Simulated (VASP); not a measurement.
**Sb: single point with PBE**

The system is Sb.

```
CELL_PARAMETERS angstrom
2.18790 1.26319 3.84317
-2.18790 1.26319 3.84317
0.00000 -2.52637 3.84317
ATOMIC_POSITIONS crystal
Sb 0.23268 0.23268 0.23268
Sb 0.76732 0.76732 0.76732
```

```yaml
Program: VASP 6.6.1
Task: single point
Functional: PBE
Potentials_or_basis: VASP PAW PBE potentials, release 64 (Sb)
Cutoff: 520 eV
k_mesh: 9 × 9 × 9
Occupations: methfessel-paxton, width 0.3 eV
Spin: no spin polarisation
Dipole_correction: no
Further_INCAR_settings: ALGO = Normal; EDIFF = 1e-06; NBANDS = 12
```

The pressure is 0.1 GPa and the largest force is 0.012 eV/Å.

Forces in eV/Å, atoms in the order of the input:
```
Sb   0.000  0.000  0.012
Sb   0.000  0.000 -0.012
```

Stress tensor (GPa, compression positive):
```
0.10 0.00 0.00
0.00 0.10 0.00
0.00 0.00 0.02
```

Levels at points of the mesh, in eV from the Fermi level:
```
           k point  band 2  band 3  band 4  band 5  band 6  band 7  band 8  band 9
(0.00, 0.00, 0.00)   -5.09   -1.98   -1.73   -1.73    1.93    2.55    2.55    5.15
```

Run time: 68 s on 1 thread of Intel Xeon 8259CL (shared host), peak memory 0.23 GiB.

Caveat: spin-orbit coupling is left out, which moves the levels of the heavy elements.
